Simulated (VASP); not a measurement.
# Pt (Pm-3m) in VASP: notebook

Runs on Pt. Level: PBEsol. Tasks: single point.

Program: VASP 6.6.1. These are calculated values, not measurements. Logs are shortened: lines on timing, memory, paths and dates and some standing lists are left out, and cuts for length are marked.

### Step 1. The cell of the first run

It takes space group Pm-3m (No. 221, cubic). Conventional cell: a = 2.158 Å, b = 2.158 Å, c = 2.158 Å, α = 90.00°, β = 90.00°, γ = 90.00°. Pt (site symmetry m-3m) has 6 Pt at 2.16 Å within 2.9 Å.

### Step 2. Single point, PBEsol (volume scaled by 0.58)

File INCAR:

```
SYSTEM = Pt
PREC     = Accurate       ! precision mode
ENCUT    = 520            ! plane-wave cutoff, eV
EDIFF    = 1E-6           ! SCF threshold, eV
ISMEAR   = -1             ! smearing method
SIGMA    = 0.1            ! smearing width, eV
LREAL    = .FALSE.        ! projectors in reciprocal space
LASPH    = .TRUE.         ! aspherical terms in the spheres
NELM     = 80             ! most SCF steps
ALGO     = Normal         ! electronic algorithm
ISIF     = 2              ! what is computed and relaxed
LWAVE    = .FALSE.        ! write WAVECAR
LCHARG   = .FALSE.        ! write CHGCAR
GGA      = PS             ! functional
NBANDS   = 11             ! bands
```

File KPOINTS:

```
Automatic mesh
0
G
  15 15 15
  0 0 0
```

File POSCAR:

```
Pt
1.0
    2.1580713980      0.0000000000      0.0000000000
    0.0000000000      2.1580713980      0.0000000000
    0.0000000000      0.0000000000      2.1580713980
Pt
1
Direct
    0.0000000000      0.0000000000      0.0000000000
```

Potentials or basis: VASP PAW PBE potentials, release 64 (Pt).

Started as:

```
$ cat potpaw_PBE.64/Pt/POTCAR > POTCAR
$ mpirun -np 1 vasp_std > vasp.out
```

OUTCAR:

```text
SYSTEM = Pt
   PREC = Accurate
   ENCUT = 520
   EDIFF = 1E-6
   ISMEAR = -1
   LREAL = .FALSE.
   LASPH = .TRUE.
   NELM = 80
   ISIF = 2
   GGA = PS

 ion  position               nearest neighbor table
   1  0.000  0.000  0.000-

  LATTYP: Found a simple cubic cell.
 ALAT       =     2.1580713980

  Lattice vectors:

 A1 = (   2.1580713980,   0.0000000000,   0.0000000000)
 A2 = (   0.0000000000,   2.1580713980,   0.0000000000)
 A3 = (   0.0000000000,   0.0000000000,   2.1580713980)

Analysis of symmetry for initial positions (statically):
=====================================================================
 Subroutine PRICEL returns:
 Original cell was already a primitive cell.

 Routine SETGRP: Setting up the symmetry group for a
 simple cubic supercell.

 Subroutine GETGRP returns: Found 48 space group operations
 (whereof 48 operations were pure point group operations)
 out of a pool of 48 trial point group operations.

The static configuration has the point symmetry O_h .

Analysis of symmetry for dynamics (positions and initial velocities):
=====================================================================
 Subroutine PRICEL returns:
 Original cell was already a primitive cell.

 Routine SETGRP: Setting up the symmetry group for a
 simple cubic supercell.

 Subroutine GETGRP returns: Found 48 space group operations
 (whereof 48 operations were pure point group operations)
 out of a pool of 48 trial point group operations.

The dynamic configuration has the point symmetry O_h .

 Subroutine INISYM returns: Found 48 space group operations
 (whereof 48 operations are pure point group operations),
 and found     1 'primitive' translations

----------------------------------------------------------------------------------------

                                     Primitive cell

  volume of cell :      10.0507

  direct lattice vectors                    reciprocal lattice vectors
     2.158071398  0.000000000  0.000000000     0.463376699  0.000000000  0.000000000
     0.000000000  2.158071398  0.000000000     0.000000000  0.463376699  0.000000000
     0.000000000  0.000000000  2.158071398     0.000000000  0.000000000  0.463376699

  length of vectors
     2.158071398  2.158071398  2.158071398     0.463376699  0.463376699  0.463376699

  position of ions in fractional coordinates (direct lattice)
     0.000000000  0.000000000  0.000000000

  ion indices of the primitive-cell ions
   primitive index   ion index
                 1           1

----------------------------------------------------------------------------------------

 KPOINTS: Automatic mesh

Automatic generation of k-mesh.
 Grid dimensions read from file:
 generate k-points for:   15   15   15

 Generating k-lattice:

  Cartesian coordinates                     Fractional coordinates (reciprocal lattice)
     0.030891780  0.000000000  0.000000000     0.066666667  0.000000000  0.000000000
     0.000000000  0.030891780  0.000000000     0.000000000  0.066666667  0.000000000
     0.000000000  0.000000000  0.030891780     0.000000000  0.000000000  0.066666667

  Length of vectors
     0.030891780  0.030891780  0.030891780

  Shift w.r.t. Gamma in fractional coordinates (k-lattice)
     0.000000000  0.000000000  0.000000000

 Subroutine IBZKPT returns following result:
 ===========================================

 Found    120 irreducible k-points:

 Following reciprocal coordinates:
            Coordinates               Weight
  0.000000  0.000000  0.000000      1.000000
  0.066667  0.000000  0.000000      6.000000
  0.133333  0.000000  0.000000      6.000000
  0.200000  0.000000  0.000000      6.000000
  0.266667  0.000000  0.000000      6.000000
  0.333333  0.000000  0.000000      6.000000
[... 16 lines left out ...]
  0.266667  0.200000  0.000000     24.000000
  0.333333  0.200000  0.000000     24.000000
 [... further k-points ...]
   k-points           NKPTS =    120   k-points in BZ     NKDIM =    120   number of bands    NBANDS=     11
   number of dos      NEDOS =    301   number of ions     NIONS =      1
   total plane-waves  NPLWV =   4096
   dimension x,y,z NGX =    16 NGY =   16 NGZ =   16
   dimension x,y,z NGXF=    32 NGYF=   32 NGZF=   32
   ions per type =               1
   NGX,Y,Z   is equivalent  to a cutoff of  12.33, 12.33, 12.33 a.u.
   NGXF,Y,Z  is equivalent  to a cutoff of  24.65, 24.65, 24.65 a.u.
 SYSTEM =  Pt
   PREC   = accura    normal or accurate (medium, high low for compatibility)
   ISTART =      0    job   : 0-new  1-cont  2-samecut
   ICHARG =      2    charge: 1-file 2-atom 10-const
   ISPIN  =      1    spin polarized calculation?
   LNONCOLLINEAR =      F non collinear calculations
   LSORBIT =      F    spin-orbit coupling
   LASPH  =      T    aspherical Exc in radial PAW
   ENCUT  =  520.0 eV  38.22 Ry    6.18 a.u.   4.01  4.01  4.01*2*pi/ulx,y,z
   NELM   =     80;   NELMIN=  2; NELMDL= -5     # of ELM steps
   EDIFF  = 0.1E-05   stopping-criterion for ELM
   LREAL  =      F    real-space projection
   EDIFFG = 0.1E-04   stopping-criterion for IOM
   NSW    =      0    number of steps for IOM
   IBRION =     -1    ionic relax: 0-MD 1-quasi-New 2-CG
   NFREE  =      0    steps in history (QN), initial steepest desc. (CG)
   ISIF   =      2    stress and relaxation
   ISYM   =      2    0-nonsym 1-usesym 2-fastsym
   POTIM  = 0.5000    time-step for ionic-motion
   TEBEG  =    0.0;   TEEND  =   0.0 temperature during run
   PSTRESS=    0.0 pullay stress
   NELECT =      10.0000    total number of electrons
   NUPDOWN=      -1.0000    fix difference up-down
   EMIN   =  10.00;   EMAX   =-10.00  energy-range for DOS
   EFERMI =   0.00;   METHOD = LEGACY
   ISMEAR =    -1;   SIGMA  =   0.10  broadening in eV -4-tet -1-fermi 0-gaus
   EFERMI_NEDOS =   21; number of points for ismear=-14 and -15
   IALGO  =     38    algorithm
   IMIX   =      4    mixing-type and parameters
     AMIX     =   0.40;   BMIX     =  1.00
     AMIX_MAG =   1.60;   BMIX_MAG =  1.00
  volume/ion in A,a.u.               =      10.05        67.83
  Fermi-wavevector in a.u.,A,eV,Ry     =   1.634340  3.088454 36.342067  2.671067
  Thomas-Fermi vector in A             =   2.725995
   LORBIT       =      0    0 simple, 1 ext, 2 COOP (PROOUT), +10 PAW based schemes
   GGA     = PS    functional components
   LHFCALC =     F    Hartree Fock is set to
   AEXX    =    0.0000 exact exchange contribution
   IVDW    =     0    specifies the selected vdW correction
   LEPSILON=     F    determine dielectric tensor
   LRPA    =     F    only Hartree local field effects (RPA)
 non-spin polarized calculation
  energy-cutoff  :      520.00
  volume of cell :       10.05
 maximum number of plane-waves:       289
   NGX =  9   NGY =  9   NGZ =  9

 number of electron      10.0000000 magnetization

 number of electron       9.9999999 magnetization

 Free energy of the ion-electron system (eV)
  ---------------------------------------------------
  ext. energy  EPLUGINS =         0.00000000
  ---------------------------------------------------
  free energy    TOTEN  =        -0.22939950 eV

  energy without entropy =       -0.21223546  energy(sigma->0) =       -0.22081748

 E-fermi :  20.9362     XC(G=0): -15.9665

 val. band max:       20.8363100749   @ k =   0.2667   0.1333   0.0667
 cond. band min:      21.0010343096   @ k =   0.3333   0.1333   0.0667
 fundamental gap:      0.1647242348
 Fermi energy:        20.9361894004

 k-point     1 :       0.0000    0.0000    0.0000
  band No.  band energies     occupation
      1       5.6119      2.00000
      2       7.9750      2.00000
      3       7.9750      2.00000
      4      22.0717      0.00002
      5      22.0717      0.00002
      6      22.0717      0.00002
      7      38.8757      0.00000
      8      38.8757      0.00000
      9      38.8757      0.00000
     10      48.5268      0.00000
     11      50.9930      0.00000

 k-point     2 :       0.0667    0.0000    0.0000
  band No.  band energies     occupation
      1       5.8385      2.00000
      2       8.0292      2.00000
      3       8.2669      2.00000
      4      21.7010      0.00095
      5      21.7010      0.00095
      6      22.0983      0.00002
      7      37.7466      0.00000
      8      39.3523      0.00000
      9      39.3523      0.00000
     10      47.7480      0.00000
     11      49.2435      0.00000

 k-point     3 :       0.1333    0.0000    0.0000
  band No.  band energies     occupation
      1       6.3932      2.00000
      2       8.1851      2.00000
      3       9.2116      2.00000
      4      20.7500      1.73093
      5      20.7500      1.73093
      6      22.1740      0.00001
      7      35.4274      0.00000
      8      40.5861      0.00000
      9      40.5861      0.00000
     10      44.5149      0.00000
     11      49.8547      0.00000

 k-point     4 :       0.2000    0.0000    0.0000
  band No.  band energies     occupation
      1       7.0679      2.00000
      2       8.4226      2.00000
      3      10.8443      2.00000
      4      19.5389      2.00000
      5      19.5389      2.00000
      6      22.2870      0.00000
      7      33.0360      0.00000
      8      41.6845      0.00000
      9      42.1777      0.00000
     10      42.1777      0.00000
     11      50.0139      0.00000

 k-point     5 :       0.2667    0.0000    0.0000
  band No.  band energies     occupation
      1       7.7780      2.00000
      2       8.7077      2.00000
      3      12.9331      2.00000
      4      18.3382      2.00000
      5      18.3382      2.00000
      6      22.4192      0.00000
      7      31.0815      0.00000
      8      39.3103      0.00000
      9      43.7945      0.00000
     10      43.7945      0.00000
     11      49.7209      0.00000
[... 211 lines left out ...]
 k-point    21 :       0.4667    0.1333    0.0000
  band No.  band energies     occupation
      1       9.6509      2.00000
      2      11.1557      2.00000
      3      12.7329      2.00000
      4      16.3989      2.00000
      5      20.2853      1.99702
      6      21.5607      0.00387
      7      30.5675      0.00000
      8      37.0900      0.00000
      9      42.8913      0.00000
     10      44.7376      0.00000
     11      49.3156      0.00000

 k-point    22 :       0.2000    0.2000    0.0000
  band No.  band energies     occupation
      1       8.2914      2.00000
      2      10.5563      2.00000
      3      11.8342      2.00000
      4      17.1336      2.00000
      5      19.5643      2.00000
      6      20.1508      1.99922
      7      35.4075      0.00000
      8      36.1286      0.00000
      9      42.7888      0.00000
     10      45.9068      0.00000
     11      50.1935      0.00000

 k-point    23 :       0.2667    0.2000    0.0000
  band No.  band energies     occupation
      1       8.7841      2.00000
      2      10.9716      2.00000
      3      13.1375      2.00000
      4      16.8581      2.00000
      5      18.6280      2.00000
      6      20.1064      1.99950
      7      33.4266      0.00000
      8      37.1530      0.00000
      9      41.8328      0.00000
     10      47.6240      0.00000
     11      50.9148      0.00000

 k-point    24 :       0.3333    0.2000    0.0000
  band No.  band energies     occupation
      1       9.2647      2.00000
      2      11.0652      2.00000
      3      13.4952      2.00000
      4      17.6648      2.00000
      5      18.3083      2.00000
      6      20.2583      1.99773
      7      31.7221      0.00000
      8      38.3566      0.00000
      9      40.6059      0.00000
     10      48.9747      0.00000
     11      50.3251      0.00000

 [... further k-points ...]
[... 5 lines left out ...]
  --------------------------------------------------------------------------------------
  -------------------------------------------------------------------------------------
  Total       29.1178543     29.1178543     29.1178543     -0.0000000     -0.0000000      0.0000000
  in kB     4641.6514433   4641.6514433   4641.6514433     -0.0000000     -0.0000000      0.0000000
  external PRESSURE =    4641.6514433 kB  Pullay stress =       0.0000000 kB

 VOLUME and BASIS-vectors are now :
 -----------------------------------------------------------------------------
  energy-cutoff  :      520.00
  volume of cell :       10.05
      direct lattice vectors                 reciprocal lattice vectors
     2.158071398  0.000000000  0.000000000     0.463376699  0.000000000  0.000000000
     0.000000000  2.158071398  0.000000000     0.000000000  0.463376699  0.000000000
     0.000000000  0.000000000  2.158071398     0.000000000  0.000000000  0.463376699

 POSITION                                       TOTAL-FORCE (eV/Angst)
 -----------------------------------------------------------------------------------
      0.00000      0.00000      0.00000         0.000000      0.000000      0.000000
 -----------------------------------------------------------------------------------
    total drift:                               -0.000000      0.000000      0.000000

  FREE ENERGIE OF THE ION-ELECTRON SYSTEM (eV)
  ---------------------------------------------------
  free  energy   TOTEN  =        -0.2293994980 eV

  energy  without entropy=       -0.2122354589  energy(sigma->0) =       -0.22081748
```

It took 5 s on 1 thread of Intel Xeon 6975P-C, shared host; peak memory 0.12 GiB.

What came out:

```
Free energy            : -0.2294 eV
Pressure               : 464.2 GPa
Band gap on the k mesh : zero (band 5 reaches 26.15 eV, above the bottom of band 6 at 18.26 eV)
```

Caveat: the PAW data sets were made with another functional, which shifts forces and pressure a little; spin-orbit coupling is left out, which moves the levels of the heavy elements.

(Continued in part 2 of 2.)
